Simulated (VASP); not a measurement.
A run of VASP 6.6.1 is set up as follows.

File INCAR:

```
SYSTEM = Si
PREC = Accurate
ENCUT = 520
EDIFF = 1E-7
ISMEAR = 0
SIGMA = 0.01
LREAL = .False.
LASPH = .True.
NELM = 60
ALGO = Normal
ISIF = 2
LWAVE = .False.
LCHARG = .False.
GGA = CA
NBANDS = 16
```

File KPOINTS:

```
Automatic mesh
0
Gamma
  10 10 10
  0 0 0
```

The input POSCAR:

```
Si
1.0
   -3.3012718576      3.3012718576      1.9083649477
    3.3012718576     -3.3012718576      1.9083649477
    3.3012718576      3.3012718576     -1.9083649477
Si
4
Direct
    0.1788433299      0.1788433299      0.3576866599
    0.8211566701      0.8211566701      0.6423133401
    0.1788433299      0.8211566701      0.0000000000
    0.8211566701      0.1788433299      0.0000000000
```

Potentials or basis: VASP PAW LDA potentials, release 64 (Si).

Run with:

```bash
$ cat potpaw_LDA.64/Si/POTCAR > POTCAR
$ mpirun -np 1 vasp_std > vasp.out
```

Q: What does it give for the pressure?

A: 0.1 GPa.

Q: What does it give for the band gap on the k mesh?

A: 0.20 eV (least direct gap 0.26 eV).

Stress tensor (GPa, compression positive):
```
 0.09  0.00  0.00
 0.00  0.09  0.00
 0.00  0.00 -0.01
```

A k mesh can miss the band edges.
